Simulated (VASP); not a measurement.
Wanted: the native input for a VASP 6.6.1 run.

```
Task                   : single point
Functional             : r2SCAN
Potentials or basis    : VASP PAW PBE potentials, release 64 (Ba_sv, S)
Cutoff                 : 520 eV
k mesh                 : 8 × 8 × 8
Occupations            : gaussian, width 0.01 eV
Spin                   : no spin polarisation
Dipole correction      : no
Further INCAR settings : ALGO = Normal; EDIFF = 1e-07; NBANDS = 15
```

Crystal: BaS.

```
Ba S
1.0
    -0.04794    3.20304    3.20304
     3.20304   -0.04794    3.20304
     3.20304    3.20304   -0.04794
Ba S
1 1
Direct
  0.00000 0.00000 0.00000
  0.50000 0.50000 0.50000
```

This cell differs from its parent crystal: epitaxial 111 strain +1.2%.

One way to write it, as run:

POSCAR

```
BaS
1.0
   -0.0479357085      3.2030440750      3.2030440750
    3.2030440750     -0.0479357085      3.2030440750
    3.2030440750      3.2030440750     -0.0479357085
Ba S
1 1
Direct
    0.0000000000      0.0000000000      0.0000000000
    0.5000000000      0.5000000000      0.5000000000
```

INCAR.step1

```
SYSTEM = BaS
PREC = Accurate
ENCUT = 520
ISMEAR = 0
SIGMA = 0.01
LREAL = .FALSE.
LASPH = .TRUE.
NELM = 60
NBANDS = 15
GGA = PE
ALGO = Normal
EDIFF = 1E-4
LWAVE = .TRUE.
LCHARG = .FALSE.
```

INCAR.step2

```
SYSTEM = BaS
PREC = Accurate
ENCUT = 520
EDIFF = 1E-7
ISMEAR = 0
SIGMA = 0.01
LREAL = .FALSE.
LASPH = .TRUE.
NELM = 60
ALGO = Normal
ISIF = 2
LWAVE = .FALSE.
LCHARG = .TRUE.
METAGGA = R2SCAN
LMIXTAU = .TRUE.
LELF = .TRUE.
LVHAR = .TRUE.
NBANDS = 15
ISTART = 1
```

KPOINTS

```
Automatic mesh
0
G
  8 8 8
  0 0 0
```

Potentials or basis: VASP PAW PBE potentials, release 64 (Ba_sv, S).

The run is started by

```console
$ cat potpaw_PBE.64/Ba_sv/POTCAR potpaw_PBE.64/S/POTCAR > POTCAR
$ cp INCAR.step1 INCAR
$ mpirun -np 1 vasp_std > vasp.out
$ cp INCAR.step2 INCAR
$ mpirun -np 1 vasp_std > vasp.out
```

It gave:

```json
{"Pressure": "-0.1 GPa", "Band gap on the k mesh": "2.48 eV, indirect (least direct gap 2.64 eV)"}
```

Caveat: the cell differs from its parent crystal (epitaxial 111 strain +1.2%); the PAW data sets were made with another functional, which shifts forces and pressure a little; spin-orbit coupling is left out, which moves the levels of the heavy elements.

Wall time 2.1 min on 1 thread of Intel(R) Xeon(R) Platinum 8559C (Emerald Rapids), on a shared host, peak memory 0.26 GiB.
